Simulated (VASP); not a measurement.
# SrCl2 (Fm-3m) in VASP: a series of runs

SrCl2 is run at these levels: LDA; tasks: single point.

All numbers are computed with VASP 6.6.1; they aren't measurements. Logs are shortened: lines on timing, memory, paths and dates and some standing lists are left out, and cuts for length are marked.

## (1) The cell of the first run

It takes space group Fm-3m (No. 225, cubic). Conventional cell: a = 6.877 Å, b = 6.877 Å, c = 6.877 Å, α = 90.00°, β = 90.00°, γ = 90.00°. Sr (site symmetry m-3m) has 8 Cl at 2.98 Å within 3.9 Å. Within 3.9 Å of Cl (site symmetry -43m) lie 4 Sr at 2.98 Å and 6 Cl at 3.44 Å.

## (2) Single point, LDA (volume scaled by 0.96)

The input, INCAR:

```
SYSTEM = SrCl2
PREC     = Accurate       ! precision mode
ENCUT    = 520            ! plane-wave cutoff, eV
EDIFF    = 1E-6           ! SCF threshold, eV
ISMEAR   = -1             ! smearing method
SIGMA    = 0.01           ! smearing width, eV
LREAL    = .False.        ! projectors in reciprocal space
LASPH    = .True.         ! aspherical terms in the spheres
NELM     = 100            ! most SCF steps
ALGO     = Normal         ! electronic algorithm
ISIF     = 2              ! what is computed and relaxed
LWAVE    = .False.        ! write WAVECAR
LCHARG   = .True.         ! write CHGCAR
LELF     = .True.         ! ELF
LVHAR    = .True.       
NBANDS   = 19             ! bands
```

The input, KPOINTS:

```
Automatic mesh
0
Gamma
  8 8 8
  0 0 0
```

The input, POSCAR:

```
SrCl2
1.0
    0.0000000000      3.4383928740      3.4383928740
    3.4383928740      0.0000000000      3.4383928740
    3.4383928740      3.4383928740      0.0000000000
Sr Cl
1 2
Direct
    0.0000000000      0.0000000000      0.0000000000
    0.2500000000      0.2500000000      0.2500000000
    0.7500000000      0.7500000000      0.7500000000
```

Potentials or basis: VASP PAW LDA potentials, release 64 (Sr_sv, Cl).

Started as:

```console
cat potpaw_LDA.64/Sr_sv/POTCAR potpaw_LDA.64/Cl/POTCAR > POTCAR
mpirun -np 1 vasp_std > vasp.out
```

OUTCAR:

```text
SYSTEM = SrCl2
   PREC = Accurate
   ENCUT = 520
   EDIFF = 1E-6
   ISMEAR = -1
   LREAL = .False.
   LASPH = .True.
   NELM = 100
   ISIF = 2

 ion  position               nearest neighbor table
   1  0.000  0.000  0.000-   3 2.98   3 2.98   3 2.98   2 2.98   3 2.98   2 2.98   2 2.98   2 2.98

   2  0.250  0.250  0.250-   1 2.98   1 2.98   1 2.98   1 2.98
   3  0.750  0.750  0.750-   1 2.98   1 2.98   1 2.98   1 2.98

  LATTYP: Found a face centered cubic cell.
 ALAT       =     6.8767857480

  Lattice vectors:

 A1 = (   0.0000000000,   3.4383928740,   3.4383928740)
 A2 = (   3.4383928740,   0.0000000000,   3.4383928740)
 A3 = (   3.4383928740,   3.4383928740,   0.0000000000)

Analysis of symmetry for initial positions (statically):
=====================================================================
 Subroutine PRICEL returns:
 Original cell was already a primitive cell.

 Routine SETGRP: Setting up the symmetry group for a
 face centered cubic supercell.

 Subroutine GETGRP returns: Found 48 space group operations
 (whereof 48 operations were pure point group operations)
 out of a pool of 48 trial point group operations.

The static configuration has the point symmetry O_h .

Analysis of symmetry for dynamics (positions and initial velocities):
=====================================================================
 Subroutine PRICEL returns:
 Original cell was already a primitive cell.

 Routine SETGRP: Setting up the symmetry group for a
 face centered cubic supercell.

 Subroutine GETGRP returns: Found 48 space group operations
 (whereof 48 operations were pure point group operations)
 out of a pool of 48 trial point group operations.

The dynamic configuration has the point symmetry O_h .

 Subroutine INISYM returns: Found 48 space group operations
 (whereof 48 operations are pure point group operations),
 and found     1 'primitive' translations

----------------------------------------------------------------------------------------

                                     Primitive cell

  volume of cell :      81.3011

  direct lattice vectors                    reciprocal lattice vectors
     0.000000000  3.438392874  3.438392874    -0.145416774  0.145416774  0.145416774
     3.438392874  0.000000000  3.438392874     0.145416774 -0.145416774  0.145416774
     3.438392874  3.438392874  0.000000000     0.145416774  0.145416774 -0.145416774

  length of vectors
     4.862621835  4.862621835  4.862621835     0.251869241  0.251869241  0.251869241

  position of ions in fractional coordinates (direct lattice)
     0.000000000  0.000000000  0.000000000
     0.250000000  0.250000000  0.250000000
     0.750000000  0.750000000  0.750000000

  ion indices of the primitive-cell ions
   primitive index   ion index
                 1           1
                 2           2
                 3           3

----------------------------------------------------------------------------------------

 KPOINTS: Automatic mesh

Automatic generation of k-mesh.
 Grid dimensions read from file:
 generate k-points for:    8    8    8

 Generating k-lattice:

  Cartesian coordinates                     Fractional coordinates (reciprocal lattice)
    -0.018177097  0.018177097  0.018177097     0.125000000  0.000000000  0.000000000
     0.018177097 -0.018177097  0.018177097     0.000000000  0.125000000  0.000000000
     0.018177097  0.018177097 -0.018177097     0.000000000  0.000000000  0.125000000

  Length of vectors
     0.031483655  0.031483655  0.031483655

  Shift w.r.t. Gamma in fractional coordinates (k-lattice)
     0.000000000  0.000000000  0.000000000

 Subroutine IBZKPT returns following result:
 ===========================================

 Found     29 irreducible k-points:

 Following reciprocal coordinates:
            Coordinates               Weight
  0.000000  0.000000  0.000000      1.000000
  0.125000  0.000000  0.000000      8.000000
  0.250000  0.000000  0.000000      8.000000
  0.375000  0.000000  0.000000      8.000000
  0.500000  0.000000  0.000000      4.000000
  0.125000  0.125000  0.000000      6.000000
[... 16 lines left out ...]
  0.500000  0.250000  0.125000     48.000000
 -0.375000  0.250000  0.125000     24.000000
 [... further k-points ...]
   k-points           NKPTS =     29   k-points in BZ     NKDIM =     29   number of bands    NBANDS=     19
   number of dos      NEDOS =    301   number of ions     NIONS =      3
   total plane-waves  NPLWV =  46656
   dimension x,y,z NGX =    36 NGY =   36 NGZ =   36
   dimension x,y,z NGXF=    72 NGYF=   72 NGZF=   72
   ions per type =               1   2
   NGX,Y,Z   is equivalent  to a cutoff of  12.31, 12.31, 12.31 a.u.
   NGXF,Y,Z  is equivalent  to a cutoff of  24.62, 24.62, 24.62 a.u.
 SYSTEM =  SrCl2
   PREC   = accura    normal or accurate (medium, high low for compatibility)
   ISTART =      0    job   : 0-new  1-cont  2-samecut
   ICHARG =      2    charge: 1-file 2-atom 10-const
   ISPIN  =      1    spin polarized calculation?
   LNONCOLLINEAR =      F non collinear calculations
   LSORBIT =      F    spin-orbit coupling
   LASPH  =      T    aspherical Exc in radial PAW
   ENCUT  =  520.0 eV  38.22 Ry    6.18 a.u.   9.04  9.04  9.04*2*pi/ulx,y,z
   NELM   =    100;   NELMIN=  2; NELMDL= -5     # of ELM steps
   EDIFF  = 0.1E-05   stopping-criterion for ELM
   LREAL  =      F    real-space projection
   EDIFFG = 0.1E-04   stopping-criterion for IOM
   NSW    =      0    number of steps for IOM
   IBRION =     -1    ionic relax: 0-MD 1-quasi-New 2-CG
   NFREE  =      0    steps in history (QN), initial steepest desc. (CG)
   ISIF   =      2    stress and relaxation
   ISYM   =      2    0-nonsym 1-usesym 2-fastsym
   POTIM  = 0.5000    time-step for ionic-motion
   TEBEG  =    0.0;   TEEND  =   0.0 temperature during run
   PSTRESS=    0.0 pullay stress
   NELECT =      24.0000    total number of electrons
   NUPDOWN=      -1.0000    fix difference up-down
   EMIN   =  10.00;   EMAX   =-10.00  energy-range for DOS
   EFERMI =   0.00;   METHOD = LEGACY
   ISMEAR =    -1;   SIGMA  =   0.01  broadening in eV -4-tet -1-fermi 0-gaus
   EFERMI_NEDOS =   21; number of points for ismear=-14 and -15
   IALGO  =     38    algorithm
   IMIX   =      4    mixing-type and parameters
     AMIX     =   0.40;   BMIX     =  1.00
     AMIX_MAG =   1.60;   BMIX_MAG =  1.00
  volume/ion in A,a.u.               =      27.10       182.88
  Fermi-wavevector in a.u.,A,eV,Ry     =   1.090050  2.059896 16.166565  1.188209
  Thomas-Fermi vector in A             =   2.226266
   LORBIT       =      0    0 simple, 1 ext, 2 COOP (PROOUT), +10 PAW based schemes
   GGA     = CA    functional components
   LHFCALC =     F    Hartree Fock is set to
   AEXX    =    0.0000 exact exchange contribution
   IVDW    =     0    specifies the selected vdW correction
   LEPSILON=     F    determine dielectric tensor
   LRPA    =     F    only Hartree local field effects (RPA)
 non-spin polarized calculation
  energy-cutoff  :      520.00
  volume of cell :       81.30
 maximum number of plane-waves:      2208
   NGX = 19   NGY = 19   NGZ = 19

 number of electron      23.9999999 magnetization

 Free energy of the ion-electron system (eV)
  ---------------------------------------------------
  ext. energy  EPLUGINS =         0.00000000
  ---------------------------------------------------
  free energy    TOTEN  =       -14.06956355 eV

  energy without entropy =      -14.06956355  energy(sigma->0) =      -14.06956355

 E-fermi :   0.5859     XC(G=0):  -8.9843

 val. band max:        0.2581638615   @ k =   0.5000   0.5000   0.0000
 cond. band min:       5.3068163457   @ k =   0.0000   0.0000   0.0000
 fundamental gap:      5.0486524842
 Fermi energy:         0.5859235924

 k-point     1 :       0.0000    0.0000    0.0000
  band No.  band energies     occupation
      1     -32.3063      2.00000
      2     -14.4288      2.00000
      3     -14.4288      2.00000
      4     -14.4288      2.00000
      5     -13.1189      2.00000
      6     -12.1414      2.00000
[... 11 lines left out ...]
     18       9.0344      0.00000
     19       9.7077      0.00000

 k-point     2 :       0.1250    0.0000    0.0000
  band No.  band energies     occupation
      1     -32.3056      2.00000
      2     -14.5087      2.00000
      3     -14.4315      2.00000
      4     -14.4315      2.00000
      5     -12.9967      2.00000
      6     -12.1813      2.00000
[... 11 lines left out ...]
     18       8.9573      0.00000
     19       9.9170      0.00000

 k-point     3 :       0.2500    0.0000    0.0000
  band No.  band energies     occupation
      1     -32.3040      2.00000
      2     -14.6590      2.00000
      3     -14.4380      2.00000
      4     -14.4380      2.00000
      5     -12.7683      2.00000
      6     -12.2471      2.00000
[... 11 lines left out ...]
     18       8.8483      0.00000
     19       9.8472      0.00000

 k-point     4 :       0.3750    0.0000    0.0000
  band No.  band energies     occupation
      1     -32.3024      2.00000
      2     -14.7745      2.00000
      3     -14.4445      2.00000
      4     -14.4445      2.00000
      5     -12.6653      2.00000
      6     -12.2131      2.00000
[... 11 lines left out ...]
     18       8.8651      0.00000
     19       8.9385      0.00000

 k-point     5 :       0.5000    0.0000    0.0000
  band No.  band energies     occupation
      1     -32.3018      2.00000
      2     -14.8156      2.00000
      3     -14.4472      2.00000
      4     -14.4472      2.00000
      5     -12.6658      2.00000
      6     -12.1597      2.00000
[... 11 lines left out ...]
     18       8.9213      0.00000
     19       8.9893      0.00000
[... 334 lines left out ...]
      2     -14.8966      2.00000
      3     -14.4731      2.00000
      4     -14.4731      2.00000
      5     -12.4944      2.00000
      6     -12.1637      2.00000
[... 11 lines left out ...]
     18       8.7616      0.00000
     19      10.2334      0.00000

 k-point    22 :       0.3750    0.2500    0.1250
  band No.  band energies     occupation
      1     -32.3028      2.00000
      2     -14.7155      2.00000
      3     -14.4899      2.00000
      4     -14.4467      2.00000
      5     -12.5678      2.00000
      6     -12.3220      2.00000
[... 11 lines left out ...]
     18       8.8475      0.00000
     19       9.6779      0.00000

 k-point    23 :       0.5000    0.2500    0.1250
  band No.  band energies     occupation
      1     -32.3015      2.00000
      2     -14.7562      2.00000
      3     -14.5521      2.00000
      4     -14.4539      2.00000
      5     -12.4713      2.00000
      6     -12.2937      2.00000
[... 11 lines left out ...]
     18       8.9031      0.00000
     19       9.7874      0.00000

 k-point    24 :      -0.3750    0.2500    0.1250
  band No.  band energies     occupation
      1     -32.3010      2.00000
      2     -14.7635      2.00000
      3     -14.5851      2.00000
      4     -14.4573      2.00000
      5     -12.4788      2.00000
      6     -12.2344      2.00000
[... 11 lines left out ...]
     18       9.1546      0.00000
     19       9.4694      0.00000

 [... further k-points ...]
[... 5 lines left out ...]
  --------------------------------------------------------------------------------------
  -------------------------------------------------------------------------------------
  Total       -0.6222859     -0.6222859     -0.6222859     -0.0000000     -0.0000000      0.0000000
  in kB      -12.2632070    -12.2632070    -12.2632070     -0.0000000     -0.0000000      0.0000000
  external PRESSURE =     -12.2632070 kB  Pullay stress =       0.0000000 kB

 VOLUME and BASIS-vectors are now :
 -----------------------------------------------------------------------------
  energy-cutoff  :      520.00
  volume of cell :       81.30
      direct lattice vectors                 reciprocal lattice vectors
     0.000000000  3.438392874  3.438392874    -0.145416774  0.145416774  0.145416774
     3.438392874  0.000000000  3.438392874     0.145416774 -0.145416774  0.145416774
     3.438392874  3.438392874  0.000000000     0.145416774  0.145416774 -0.145416774

 POSITION                                       TOTAL-FORCE (eV/Angst)
 -----------------------------------------------------------------------------------
      0.00000      0.00000      0.00000         0.000000      0.000000      0.000000
      1.71920      1.71920      1.71920         0.000000      0.000000     -0.000000
      5.15759      5.15759      5.15759        -0.000000     -0.000000      0.000000
 -----------------------------------------------------------------------------------
    total drift:                                0.000000      0.000000      0.000000

  FREE ENERGIE OF THE ION-ELECTRON SYSTEM (eV)
  ---------------------------------------------------
  free  energy   TOTEN  =       -14.0695635516 eV

  energy  without entropy=      -14.0695635516  energy(sigma->0) =      -14.06956355
```

Wall time 34 s (1 thread of Intel Xeon Platinum 8488C (Sapphire Rapids), shared host); peak memory 0.19 GiB.

Results:

- Free energy: -14.0696 eV
- Pressure: -1.2 GPa
- Band gap on the k mesh: 5.05 eV, indirect (least direct gap 5.12 eV)

 A k mesh can miss the band edges.

## (3) Single point, LDA (volume scaled by 0.99)

The input, INCAR:

```
SYSTEM = SrCl2
PREC = Accurate
ENCUT = 520
EDIFF = 1E-7
ISMEAR = -1
SIGMA = 0.01
LREAL = .False.
LASPH = .True.
NELM = 80
ALGO = Normal
ISIF = 2
LWAVE = .False.
LCHARG = .False.
GGA = CA
NBANDS = 19
```

The input, KPOINTS:

```
regular mesh
0
Gamma
  8 8 8
  0 0 0
```

The input, POSCAR:

```
SrCl2
1.0
    0.0000000000      3.4738427223      3.4738427223
    3.4738427223      0.0000000000      3.4738427223
    3.4738427223      3.4738427223      0.0000000000
Sr Cl
1 2
Direct
    0.0000000000      0.0000000000      0.0000000000
    0.2500000000      0.2500000000      0.2500000000
    0.7500000000      0.7500000000      0.7500000000
```

Potentials or basis: VASP PAW LDA potentials, release 64 (Sr_sv, Cl).

Started as:

```console
cat potpaw_LDA.64/Sr_sv/POTCAR potpaw_LDA.64/Cl/POTCAR > POTCAR
mpirun -np 1 vasp_std > vasp.out
```

Run time: 46 s. Hardware: 1 thread of Intel Xeon Platinum 8488C (Sapphire Rapids), shared host; peak memory 0.21 GiB.

It converged, with:

- Free energy: -14.0420 eV
- Pressure: -2.3 GPa
- Band gap on the k mesh: 4.93 eV, indirect (least direct gap 5.14 eV)

Levels at points of the mesh, in eV from the valence-band top:
| k point | band 8 | band 9 | band 10 | band 11 | band 12 | band 13 | band 14 | band 15 | band 16 | band 17 |
| --- | --- | --- | --- | --- | --- | --- | --- | --- | --- | --- |
| (0.00, 0.00, 0.00) | -2.24 | -2.24 | -0.35 | -0.35 | -0.35 | 4.93 | 5.81 | 5.81 | 8.72 | 8.72 |
| (0.50, 0.00, 0.00) | -1.66 | -1.59 | -1.40 | -1.10 | -1.10 | 6.45 | 6.45 | 7.34 | 7.46 | 8.51 |
| (0.50, 0.50, 0.00) | -1.96 | -1.96 | -0.43 | -0.43 | 0.00 | 5.14 | 6.84 | 7.38 | 7.88 | 7.88 |
